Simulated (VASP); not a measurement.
# Sc: single point with LDA

The system is Sc.

```
CELL_PARAMETERS angstrom
0.00000 2.31123 2.31123
2.31123 0.00000 2.31123
2.31123 2.31123 0.00000
ATOMIC_POSITIONS crystal
Sc 0.00000 0.00000 0.00000
```

This cell differs from its parent crystal: volume scaled by 0.98.

```json
{
 "Program": "VASP 6.6.1",
 "Task": "single point",
 "Functional": "LDA",
 "Potentials or basis": "VASP PAW LDA potentials, release 64 (Sc_sv)",
 "Cutoff": "520 eV",
 "k mesh": "13 × 13 × 13",
 "Occupations": "fermi-dirac, width 0.08 eV",
 "Spin": "no spin polarisation",
 "Dipole correction": "no",
 "Further INCAR settings": "ALGO = Normal; EDIFF = 1e-06; NBANDS = 12"
}
```

* Pressure: -4.7 GPa

Levels at points of the mesh, in eV from the Fermi level:
```tsv
k point	band 3	band 4	band 5	band 6	band 7	band 8
(0.00, 0.00, 0.00)	-27.59	-27.59	-5.14	1.52	1.52	1.52
```

It used 44 s of CPU time on 1 thread of AMD EPYC 7R13 Processor (Zen 3) (shared host).
